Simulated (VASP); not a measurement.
The system is AlNi3.

```
Al Ni
1.0
     0.00000    2.65229    2.65229
     2.65229    0.00000    2.65229
     2.65229    2.65229    0.00000
Al Ni
1 3
Direct
  0.50000 0.50000 0.50000
  0.25000 0.25000 0.25000
  0.00000 0.00000 0.00000
  0.75000 0.75000 0.75000
```

Program: VASP 6.6.1. Alike in all runs: task single point; level LDA; potentials or basis VASP PAW LDA potentials, release 64 (Al, Ni); cell as given; k mesh 14 × 14 × 14; cutoff (eV) 520; smearing gaussian 0.15 eV.

Order these runs on this cell by their pressure, lowest first.
A. spin collinear, ferromagnetic start; fixed moment (μB) 1.875
B. spin collinear; fixed moment (μB) 0.375
C. spin collinear, ferromagnetic start; fixed moment (μB) 2.625

B (38.0 GPa), A (42.1 GPa), C (45.7 GPa).

Caveats: the cell stands under pressure; the total moment is fixed, so each spin has its own Fermi level and the state may be an excited one.
